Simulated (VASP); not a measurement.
Crystal: Be.

```xyz
2
Lattice="2.2995 0.0000 0.0000 -1.1498 1.9914 0.0000 0.0000 0.0000 3.6009" Properties=species:S:1:pos:R:3 pbc="T T T"
Be    0.0000    1.3276    0.9002
Be    1.1498    0.6638    2.7007
```

Base run:

| Quantity | Value |
| --- | --- |
| Program | VASP 6.6.1 |
| Functional | r2SCAN |
| Potentials or basis | VASP PAW PBE potentials, release 64 (Be) |
| Cutoff | 520 eV |
| k mesh | 20 × 20 × 11 |
| Occupations | fermi-dirac, width 0.05 eV |
| Spin | no spin polarisation |

Its results: band gap on the k mesh zero (band 2 reaches 7.86 eV, above the bottom of band 3 at 6.35 eV); pressure -4.6 GPa.

Problem. The run is repeated on the same cell with these changes: functional from r2SCAN to PBEsol. What comes out?

Solution. Band gap on the k mesh zero (band 2 reaches 7.65 eV, above the bottom of band 3 at 6.25 eV); pressure -5.4 GPa.

Caveats: the PAW data sets were made with another functional, which shifts forces and pressure a little.
